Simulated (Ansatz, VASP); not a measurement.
# Two plane-wave programs on TiN

The input INCAR:

```
SYSTEM = TiN
PREC     = Accurate       ! precision mode
ENCUT    = 520            ! plane-wave cutoff, eV
EDIFF    = 1E-6           ! SCF threshold, eV
ISMEAR   = 0              ! smearing method
SIGMA    = 0.1            ! smearing width, eV
LREAL    = .FALSE.        ! projectors in reciprocal space
LASPH    = .TRUE.         ! aspherical terms in the spheres
NELM     = 100            ! most SCF steps
ALGO     = Normal         ! electronic algorithm
ISIF     = 2              ! what is computed and relaxed
LWAVE    = .FALSE.        ! write WAVECAR
LCHARG   = .FALSE.        ! write CHGCAR
GGA      = CA             ! functional
NBANDS   = 16             ! bands
```

KPOINTS

```
Automatic mesh
0
G
  8 8 8
  0 0 0
```

POSCAR

```
TiN
1.0
    0.0000000000      2.1206234500      2.1206234500
    2.1206234500      0.0000000000      2.1206234500
    2.1206234500      2.1206234500      0.0000000000
Ti N
1 1
Direct
    0.0000000000      0.0000000000      0.0000000000
    0.5000000000      0.5000000000      0.5000000000
```

Input for Ansatz:

```yaml
crystal:
  lattice:
    - [0.0, 2.12062345, 2.12062345]
    - [2.12062345, 0.0, 2.12062345]
    - [2.12062345, 2.12062345, 0.0]
  atoms:
    - { symbol: Ti, position: [0.0, 0.0, 0.0] }
    - { symbol: "N", position: [0.5, 0.5, 0.5] }
basis:
  ecutwfc: 600.0
kpoints:
  mp_grid: { grid: [8, 8, 8] }
hamiltonian:
  xc: lda
  pseudopotentials: { kind: paw, azcp: { folder: soft_1 } }
scf:
  occupations: { method: gaussian, width: 0.1 }
output:
  forces: true
  stress: true
  eigenvalues: true
```

Alike in both runs: task single point; functional LDA; k mesh 8 × 8 × 8; occupations gaussian, width 0.1 eV; no spin polarisation.

|  | VASP | Ansatz |
| --- | --- | --- |
| version | VASP 6.6.1 | Ansatz 0.2.0 |
| potentials or method | VASP PAW LDA potentials, release 64 (Ti_sv, N), cutoff 520 eV | scalar-relativistic, plane waves, PAW |
| valence electrons in the cell | 17 | 17 |

|  | VASP | Ansatz | Ansatz less VASP |
| --- | --- | --- | --- |
| gap on the k mesh at the Fermi level (eV) | none | none | - |
| pressure (GPa) | -13.2 | -14.1 | -0.88 |

Ansatz warns that its potentials were made for another functional, while VASP's fit it. LDA's correlation is that of Perdew and Zunger in VASP and of Perdew and Wang (1992) in Ansatz. A gap of «none» marks a metal or a gap that the smearing closes.
